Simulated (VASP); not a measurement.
# Mo (Fmmm) in VASP: single point with r2SCAN

Aim: the single point of Mo with r2SCAN.

Everything below comes from runs of VASP 6.6.1. Logs are shortened: lines on timing, memory, paths and dates and some standing lists are left out, and cuts for length are marked.

## (1) The cell of the first run

Symmetry: Fmmm, No. 69, orthorhombic system. The conventional cell has a = 3.150 Å, b = 4.422 Å, c = 4.489 Å, α = 90.00°, β = 90.00°, γ = 90.00°. Mo (site symmetry mmm) has 14 Mo at 2.71 to 3.15 Å within 3.6 Å.

## (2) Single point, r2SCAN (strain +0.0150 x Voigt [0, 0, 0, 0, 1, 0])

The input, POSCAR:

```
Mo
1.0
   -1.5633990680      1.5752131668      1.5633990680
    1.5870272656     -1.5752131668      1.5870272656
    1.5633990680      1.5752131668     -1.5633990680
Mo
1
Direct
    0.0000000000      0.0000000000      0.0000000000
```

The input, INCAR.step1:

```
SYSTEM = Mo
  PREC = Accurate
  ENCUT = 520
  ISMEAR = 0
  SIGMA = 0.15
  LREAL = .FALSE.
  LASPH = .TRUE.
  NELM = 60
  NBANDS = 13
  GGA = PE
  ALGO = Normal
  EDIFF = 1E-4
  LWAVE = .TRUE.
  LCHARG = .FALSE.
```

The input, INCAR.step2:

```
SYSTEM = Mo
  PREC = Accurate
  ENCUT = 520
  EDIFF = 1E-7
  ISMEAR = 0
  SIGMA = 0.15
  LREAL = .FALSE.
  LASPH = .TRUE.
  NELM = 60
  ALGO = Normal
  ISIF = 2
  LWAVE = .FALSE.
  LCHARG = .TRUE.
  METAGGA = R2SCAN
  LMIXTAU = .TRUE.
  LELF = .TRUE.
  LVHAR = .TRUE.
  NBANDS = 13
  ISTART = 1
```

The input, KPOINTS:

```
Automatic mesh
0
G
  26 26 26
  0 0 0
```

Potentials or basis: VASP PAW PBE potentials, release 64 (Mo_sv).

On the command line:

```bash
$ cat potpaw_PBE.64/Mo_sv/POTCAR > POTCAR
$ cp INCAR.step1 INCAR
$ mpirun -np 1 vasp_std > vasp.out
$ cp INCAR.step2 INCAR
$ mpirun -np 1 vasp_std > vasp.out
```

OUTCAR:

```text
SYSTEM = Mo
   PREC = Accurate
   ENCUT = 520
   EDIFF = 1E-7
   ISMEAR = 0
   LREAL = .FALSE.
   LASPH = .TRUE.
   NELM = 60
   ISIF = 2
   METAGGA = R2SCAN
   ISTART = 1

 ion  position               nearest neighbor table
   1  0.000  0.000  0.000-

  LATTYP: Found a face centered orthorhombic cell.
 ALAT       =     3.1504263336
 B/A-ratio  =     1.4036069606
 C/A-ratio  =     1.4248201641

  Lattice vectors:

 A1 = (  -0.0236281976,   0.0000000000,  -3.1504263336)
 A2 = (  -1.5870272656,   1.5752131668,  -1.5870272656)
 A3 = (   1.5633990680,   1.5752131668,  -1.5633990680)

Analysis of symmetry for initial positions (statically):
=====================================================================
 Subroutine PRICEL returns:
 Original cell was already a primitive cell.

 Routine SETGRP: Setting up the symmetry group for a
 face centered orthorhombic supercell.

 Subroutine GETGRP returns: Found  8 space group operations
 (whereof  8 operations were pure point group operations)
 out of a pool of  8 trial point group operations.

The static configuration has the point symmetry D_2h.

Analysis of symmetry for dynamics (positions and initial velocities):
=====================================================================
 Subroutine PRICEL returns:
 Original cell was already a primitive cell.

 Routine SETGRP: Setting up the symmetry group for a
 face centered orthorhombic supercell.

 Subroutine GETGRP returns: Found  8 space group operations
 (whereof  8 operations were pure point group operations)
 out of a pool of  8 trial point group operations.

The dynamic configuration has the point symmetry D_2h.

 Subroutine INISYM returns: Found  8 space group operations
 (whereof  8 operations are pure point group operations),
 and found     1 'primitive' translations

----------------------------------------------------------------------------------------

                                     Primitive cell

  volume of cell :      15.6334

  direct lattice vectors                    reciprocal lattice vectors
    -1.563399068  1.575213167  1.563399068    -0.002380764  0.317417357  0.317435213
     1.587027266 -1.575213167  1.587027266     0.315054449  0.000000000  0.315054449
     1.563399068  1.575213167 -1.563399068     0.317435213  0.317417357 -0.002380764

  length of vectors
     2.714724629  2.742007951  2.714724629     0.448914870  0.445554274  0.448914870

  position of ions in fractional coordinates (direct lattice)
     0.000000000  0.000000000  0.000000000

  ion indices of the primitive-cell ions
   primitive index   ion index
                 1           1

----------------------------------------------------------------------------------------

 KPOINTS: Automatic mesh

Automatic generation of k-mesh.
 Grid dimensions read from file:
 generate k-points for:   26   26   26

 Generating k-lattice:

  Cartesian coordinates                     Fractional coordinates (reciprocal lattice)
    -0.000091568  0.012208360  0.012209047     0.038461538  0.000000000  0.000000000
     0.012117479  0.000000000  0.012117479     0.000000000  0.038461538  0.000000000
     0.012209047  0.012208360 -0.000091568    -0.000000000  0.000000000  0.038461538

  Length of vectors
     0.017265957  0.017136703  0.017265957

  Shift w.r.t. Gamma in fractional coordinates (k-lattice)
     0.000000000  0.000000000  0.000000000

 Subroutine IBZKPT returns following result:
 ===========================================

 Found   2471 irreducible k-points:

 Following reciprocal coordinates:
            Coordinates               Weight
  0.000000  0.000000  0.000000      1.000000
  0.038462 -0.000000  0.000000      8.000000
  0.076923 -0.000000  0.000000      8.000000
  0.115385 -0.000000  0.000000      8.000000
  0.153846  0.000000  0.000000      8.000000
  0.192308  0.000000 -0.000000      8.000000
[... 16 lines left out ...]
  0.307692  0.038462  0.000000      8.000000
  0.346154  0.038462  0.000000      8.000000
 [... further k-points ...]
   k-points           NKPTS =   2471   k-points in BZ     NKDIM =   2471   number of bands    NBANDS=     13
   number of dos      NEDOS =    301   number of ions     NIONS =      1
   total plane-waves  NPLWV =   8000
   dimension x,y,z NGX =    20 NGY =   20 NGZ =   20
   dimension x,y,z NGXF=    40 NGYF=   40 NGZF=   40
   ions per type =               1
   NGX,Y,Z   is equivalent  to a cutoff of  12.25, 12.13, 12.25 a.u.
   NGXF,Y,Z  is equivalent  to a cutoff of  24.50, 24.25, 24.50 a.u.
 SYSTEM =  Mo
   PREC   = accura    normal or accurate (medium, high low for compatibility)
   ISTART =      1    job   : 0-new  1-cont  2-samecut
   ICHARG =      0    charge: 1-file 2-atom 10-const
   ISPIN  =      1    spin polarized calculation?
   LNONCOLLINEAR =      F non collinear calculations
   LSORBIT =      F    spin-orbit coupling
   LASPH  =      T    aspherical Exc in radial PAW
   ENCUT  =  520.0 eV  38.22 Ry    6.18 a.u.   5.05  5.10  5.05*2*pi/ulx,y,z
   NELM   =     60;   NELMIN=  2; NELMDL=  0     # of ELM steps
   EDIFF  = 0.1E-06   stopping-criterion for ELM
   LREAL  =      F    real-space projection
   EDIFFG = 0.1E-05   stopping-criterion for IOM
   NSW    =      0    number of steps for IOM
   IBRION =     -1    ionic relax: 0-MD 1-quasi-New 2-CG
   NFREE  =      0    steps in history (QN), initial steepest desc. (CG)
   ISIF   =      2    stress and relaxation
   ISYM   =      2    0-nonsym 1-usesym 2-fastsym
   POTIM  = 0.5000    time-step for ionic-motion
   TEBEG  =    0.0;   TEEND  =   0.0 temperature during run
   PSTRESS=    0.0 pullay stress
   NELECT =      14.0000    total number of electrons
   NUPDOWN=      -1.0000    fix difference up-down
   EMIN   =  10.00;   EMAX   =-10.00  energy-range for DOS
   EFERMI =   0.00;   METHOD = LEGACY
   ISMEAR =     0;   SIGMA  =   0.15  broadening in eV -4-tet -1-fermi 0-gaus
   EFERMI_NEDOS =   21; number of points for ismear=-14 and -15
   IALGO  =     38    algorithm
   IMIX   =      4    mixing-type and parameters
     AMIX     =   0.40;   BMIX     =  1.00
     AMIX_MAG =   1.60;   BMIX_MAG =  1.00
  volume/ion in A,a.u.               =      15.63       105.50
  Fermi-wavevector in a.u.,A,eV,Ry     =   1.577973  2.981937 33.878504  2.490000
  Thomas-Fermi vector in A             =   2.678574
   LORBIT       =      0    0 simple, 1 ext, 2 COOP (PROOUT), +10 PAW based schemes
   METAGGA = R2SCAN    functional components
   LHFCALC =     F    Hartree Fock is set to
   AEXX    =    0.0000 exact exchange contribution
   IVDW    =     0    specifies the selected vdW correction
   LEPSILON=     F    determine dielectric tensor
   LRPA    =     F    only Hartree local field effects (RPA)
 non-spin polarized calculation
 Gauss-broadening in eV      SIGMA  =   0.15
  energy-cutoff  :      520.00
  volume of cell :       15.63
 maximum number of plane-waves:       435
   NGX = 11   NGY = 11   NGZ = 11

 number of electron      14.0000002 magnetization

 Free energy of the ion-electron system (eV)
  ---------------------------------------------------
  ext. energy  EPLUGINS =         0.00000000
  ---------------------------------------------------
  free energy    TOTEN  =       -26.08108628 eV

  energy without entropy =      -26.07576646  energy(sigma->0) =      -26.07842637

 E-fermi :  12.5482     XC(G=0): -14.6359

 val. band max:       12.5471821938   @ k =   0.0385   0.1538   0.0000
 cond. band min:      12.5492403042   @ k =   0.3077  -0.3462   0.2692
 fundamental gap:      0.0020581104
 Fermi energy:        12.5482440952

 k-point     1 :       0.0000    0.0000    0.0000
  band No.  band energies     occupation
      1     -50.6771      2.00000
      2     -23.1715      2.00000
      3     -23.1479      2.00000
      4     -23.1256      2.00000
      5       4.8857      2.00000
      6      10.9938      2.00000
      7      11.1183      2.00000
      8      11.2547      2.00000
      9      14.4622      0.00000
     10      14.4686      0.00000
     11      27.9035      0.00000
     12      28.0447      0.00000
     13      28.1849      0.00000

 k-point     2 :       0.0385   -0.0000    0.0000
  band No.  band energies     occupation
      1     -50.6730      2.00000
      2     -23.1837      2.00000
      3     -23.1594      2.00000
      4     -23.1328      2.00000
      5       4.9552      2.00000
      6      10.9895      2.00000
      7      11.1285      2.00000
      8      11.2670      2.00000
      9      14.4016      0.00000
     10      14.4672      0.00000
     11      28.0021      0.00000
     12      28.1438      0.00000
     13      28.2953      0.00000

 k-point     3 :       0.0769   -0.0000    0.0000
  band No.  band energies     occupation
      1     -50.6607      2.00000
      2     -23.2436      2.00000
      3     -23.1819      2.00000
      4     -23.1409      2.00000
      5       5.1593      2.00000
      6      10.9213      2.00000
      7      11.1131      2.00000
      8      11.4040      2.00000
      9      14.2400      0.00000
     10      14.4689      0.00000
     11      28.2032      0.00000
     12      28.4703      0.00000
     13      28.6374      0.00000
[... 305 lines left out ...]
 k-point    23 :       0.3077    0.0385    0.0000
  band No.  band energies     occupation
      1     -50.4629      2.00000
      2     -24.2669      2.00000
      3     -23.5072      2.00000
      4     -23.1642      2.00000
      5       7.3031      2.00000
      6       9.4585      2.00000
      7      11.5695      2.00000
      8      14.0983      0.00000
      9      14.8671      0.00000
     10      15.2470      0.00000
     11      26.8218      0.00000
     12      27.7916      0.00000
     13      34.3021      0.00000

 k-point    24 :       0.3462    0.0385    0.0000
  band No.  band energies     occupation
      1     -50.4335      2.00000
      2     -24.4086      2.00000
      3     -23.5544      2.00000
      4     -23.1656      2.00000
      5       7.2450      2.00000
      6       9.2742      2.00000
      7      12.2040      1.99883
      8      14.2722      0.00000
      9      14.9764      0.00000
     10      16.0063      0.00000
     11      26.1970      0.00000
     12      26.8294      0.00000
     13      33.1692      0.00000

 [... further k-points ...]

------------------------ aborting loop because EDIFF is reached ----------------------------------------

  FORCE on cell =-STRESS in cart. coord.  units (eV):
  Direction    XX          YY          ZZ          XY          YZ          ZX
  --------------------------------------------------------------------------------------
  -------------------------------------------------------------------------------------
  Total        0.1227208      0.1248023      0.1227208      0.0000000      0.0000000     -0.1624871
  in kB       12.5769482     12.7902703     12.5769482      0.0000000      0.0000000    -16.6523632
  external PRESSURE =      12.6480556 kB  Pullay stress =       0.0000000 kB

 VOLUME and BASIS-vectors are now :
 -----------------------------------------------------------------------------
  energy-cutoff  :      520.00
  volume of cell :       15.63
      direct lattice vectors                 reciprocal lattice vectors
    -1.563399068  1.575213167  1.563399068    -0.002380764  0.317417357  0.317435213
     1.587027266 -1.575213167  1.587027266     0.315054449  0.000000000  0.315054449
     1.563399068  1.575213167 -1.563399068     0.317435213  0.317417357 -0.002380764

 POSITION                                       TOTAL-FORCE (eV/Angst)
 -----------------------------------------------------------------------------------
      0.00000      0.00000      0.00000         0.000000      0.000000     -0.000000
 -----------------------------------------------------------------------------------
    total drift:                                0.000000     -0.000000      0.000000

  FREE ENERGIE OF THE ION-ELECTRON SYSTEM (eV)
  ---------------------------------------------------
  free  energy   TOTEN  =       -26.0810862842 eV

  energy  without entropy=      -26.0757664595  energy(sigma->0) =      -26.07842637
```

Run time: 15 min. Hardware: 1 thread of Intel Xeon 8259CL, shared host; peak memory 0.54 GiB.

Results:

```yaml
Free_energy: -26.0811 eV
Pressure: 1.3 GPa
Band_gap_on_the_k_mesh: zero (bands 7 and 8 overlap by 5.34 eV)
```

Stress tensor (GPa, compression positive):
```
 1.26  0.00 -1.67
 0.00  1.28  0.00
-1.67  0.00  1.26
```

Caveat: the cell differs from its parent crystal (strain +0.0150 x Voigt [0, 0, 0, 0, 1, 0]); the PAW data sets were made with another functional, which shifts forces and pressure a little.
